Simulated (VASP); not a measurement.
Set up this calculation in VASP 6.6.1, as the native input.

- Task: single point
- Functional: r2SCAN
- Potentials or basis: VASP PAW PBE potentials, release 64 (Na_pv, S)
- Cutoff: 550 eV
- k mesh: 6 × 6 × 6
- Occupations: gaussian, width 0.01 eV
- Spin: no spin polarisation
- Dipole correction: no
- Further INCAR settings: ALGO = Normal; EDIFF = 1e-06; NBANDS = 17

Na2S:

```
Na S
1.0
     3.19317    3.19317    0.00000
    -3.19317    3.19317    0.00000
     0.00000    3.19317    3.19317
Na S
2 1
Direct
  0.25000 0.75000 0.50000
  0.75000 0.25000 0.50000
  0.00000 0.00000 0.00000
```

The input as run:

POSCAR

```
Na2S
1.0
    3.1931676160      3.1931676160      0.0000000000
   -3.1931676160      3.1931676160      0.0000000000
    0.0000000000      3.1931676160      3.1931676160
Na S
2 1
Direct
    0.2500000000      0.7500000000      0.5000000000
    0.7500000000      0.2500000000      0.5000000000
    0.0000000000      0.0000000000      0.0000000000
```

INCAR.step1

```
SYSTEM = Na2S
PREC = Accurate ; ENCUT = 550
ISMEAR = 0 ; SIGMA = 0.01
LREAL = .False. ; LASPH = .True.
NELM = 120 ; NBANDS = 17
GGA = PE ; ALGO = Normal
EDIFF = 1E-5 ; LWAVE = .True.
LCHARG = .False. ; GGA_COMPAT = .False.
```

INCAR.step2

```
SYSTEM = Na2S
PREC = Accurate ; ENCUT = 550
EDIFF = 1E-6 ; ISMEAR = 0
SIGMA = 0.01 ; LREAL = .False.
LASPH = .True. ; NELM = 120
ALGO = Normal ; ISIF = 2
LWAVE = .False. ; LCHARG = .False.
METAGGA = R2SCAN ; LMIXTAU = .True.
NBANDS = 17 ; ISTART = 1
GGA_COMPAT = .False.
```

KPOINTS

```
regular mesh
0
Gamma
  6 6 6
  0 0 0
```

Potentials or basis: VASP PAW PBE potentials, release 64 (Na_pv, S).

Launch:

```sh
$ cat potpaw_PBE.64/Na_pv/POTCAR potpaw_PBE.64/S/POTCAR > POTCAR
$ cp INCAR.step1 INCAR
$ mpirun -np 1 vasp_std > vasp.out
$ cp INCAR.step2 INCAR
$ mpirun -np 1 vasp_std > vasp.out
```

Results of the run:

The pressure is 1.9 GPa and the band gap on the k mesh is 3.32 eV.

Caveat: the PAW data sets were made with another functional, which shifts forces and pressure a little.

Run time: 110 s on 1 thread of Intel Xeon 8259CL (shared host), peak memory 0.2 GiB.
